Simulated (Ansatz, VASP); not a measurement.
## One calculation of Te2Mo, two programs

```
Te Mo
1.0
     3.52000    0.00000    0.00000
    -1.76000    3.04841    0.00000
     0.00000    0.00000   28.60500
Te Mo
4 2
Direct
  0.66667 0.33333 0.31463
  0.66667 0.33333 0.44118
  0.33333 0.66667 0.55882
  0.33333 0.66667 0.68537
  0.33333 0.66667 0.37791
  0.66667 0.33333 0.62209
```

Alike in both runs: task relaxation of the atoms; functional PBE; dispersion D3(BJ); k mesh 12 × 12 × 1; occupations gaussian, width 0.02 eV; no spin polarisation.

|  | VASP | Ansatz |
| --- | --- | --- |
| version | VASP 6.6.1 | Ansatz 0.2.0 |
| potentials or method | VASP PAW PBE potentials, release 64 (Te, Mo_sv) | scalar-relativistic, plane waves, PAW |
| plane-wave cutoff (eV) | 520 | 420 |
| valence electrons in the cell | 52 | 92 |

```csv
,VASP,Ansatz,Ansatz less VASP
"gap on the k mesh at the Fermi level, each at its own relaxed structure (eV)",0.84,0.84,+0.006
```

VASP's potentials hold 52 valence electrons a cell and Ansatz's 92, so a difference there can come from the potentials and not from the codes. Ansatz's warnings: slab cell height set, xc potential rough in thin density.

Neither program's run includes spin-orbit coupling.
